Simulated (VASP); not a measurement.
Here is a VASP 6.6.1 calculation.

The input INCAR:

```
SYSTEM = ZrC
PREC = Accurate
ENCUT = 520
EDIFF = 1E-6
ISMEAR = -1
SIGMA = 0.05
LREAL = .FALSE.
LASPH = .TRUE.
NELM = 100
ALGO = Normal
ISIF = 2
LWAVE = .FALSE.
LCHARG = .FALSE.
GGA = PS
IBRION = 2
NSW = 50
EDIFFG = -0.01
```

File KPOINTS:

```
Automatic mesh
0
G
  13 13 13
  0 0 0
```

Contents of POSCAR:

```
ZrC
1.0
    0.0000000000      2.0412345792      2.0412345792
    2.0412345792      0.0000000000      2.0412345792
    2.0412345792      2.0412345792      0.0000000000
Zr C
1 1
Direct
    0.0000000000      0.0000000000      0.0000000000
    0.5000000000      0.5000000000      0.5000000000
```

Potentials or basis: VASP PAW PBE potentials, release 64 (Zr_sv, C).

Command:

```sh
$ cat potpaw_PBE.64/Zr_sv/POTCAR potpaw_PBE.64/C/POTCAR > POTCAR
$ mpirun -np 1 vasp_std > vasp.out
```

Predict the band gap on the k mesh.

zero (bands 8 and 9 overlap by 1.32 eV).

Final structure:
```cif
data_structure
_symmetry_space_group_name_H-M 'P 1'
_symmetry_Int_Tables_number 1
_cell_length_a 2.8867
_cell_length_b 2.8867
_cell_length_c 2.8867
_cell_angle_alpha 60.000
_cell_angle_beta 60.000
_cell_angle_gamma 60.000
_cell_volume 17.01
loop_
_atom_site_label
_atom_site_type_symbol
_atom_site_fract_x
_atom_site_fract_y
_atom_site_fract_z
_atom_site_occupancy
Zr1 Zr 0.00000 0.00000 0.00000 1
C1 C 0.50000 0.50000 0.50000 1
```

Caveat: the relaxation stopped at its first step, so nothing moved.
